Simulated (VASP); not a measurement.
Input of a VASP 6.6.1 run:

Contents of POSCAR:

```
S
1.0
    3.3609424255      0.0000000000      0.0000000000
   -1.6804712127      2.9106615211      0.0000000000
    0.0000000000      0.0000000000      3.4813373956
S
2
Direct
    0.3333333333      0.6666666667      0.2500000000
    0.6666666667      0.3333333333      0.7500000000
```

File INCAR.step1:

```
ALGO     = Normal         # electronic algorithm
EDIFF    = 1E-4           # SCF threshold, eV
ENCUT    = 520            # plane-wave cutoff, eV
GGA      = PE             # functional
ISMEAR   = 0              # smearing method
LASPH    = T              # aspherical terms in the spheres
LCHARG   = F              # write CHGCAR
LREAL    = F              # projectors in reciprocal space
LWAVE    = T              # write WAVECAR
NBANDS   = 13             # bands
NELM     = 80             # most SCF steps
PREC     = Accurate       # precision mode
SIGMA    = 0.1            # smearing width, eV
```

The input INCAR.step2:

```
ALGO     = Normal         # electronic algorithm
EDIFF    = 1E-7           # SCF threshold, eV
ENCUT    = 520            # plane-wave cutoff, eV
ISIF     = 2              # what is computed and relaxed
ISMEAR   = 0              # smearing method
ISTART   = 1            
LASPH    = T              # aspherical terms in the spheres
LCHARG   = T              # write CHGCAR
LELF     = T              # ELF
LMIXTAU  = T            
LREAL    = F              # projectors in reciprocal space
LVHAR    = T            
LWAVE    = F              # write WAVECAR
METAGGA  = R2SCAN         # meta-GGA
NBANDS   = 13             # bands
NELM     = 80             # most SCF steps
PREC     = Accurate       # precision mode
SIGMA    = 0.1            # smearing width, eV
```

KPOINTS

```
k-points
0
Gamma
  21 21 16
```

Potentials or basis: VASP PAW PBE potentials, release 64 (S).

Launch:

```sh
$ cat potpaw_PBE.64/S/POTCAR > POTCAR
$ cp INCAR.step1 INCAR
$ mpirun -np 1 vasp_std > vasp.out
$ cp INCAR.step2 INCAR
$ mpirun -np 1 vasp_std > vasp.out
```

(1) Estimate the band gap on the k mesh.

(2) Estimate the pressure.

Answers

(1) zero (bands 6 and 7 overlap by 2.11 eV).

(2) -0.3 GPa.

Caveat: the PAW data sets were made with another functional, which shifts forces and pressure a little.
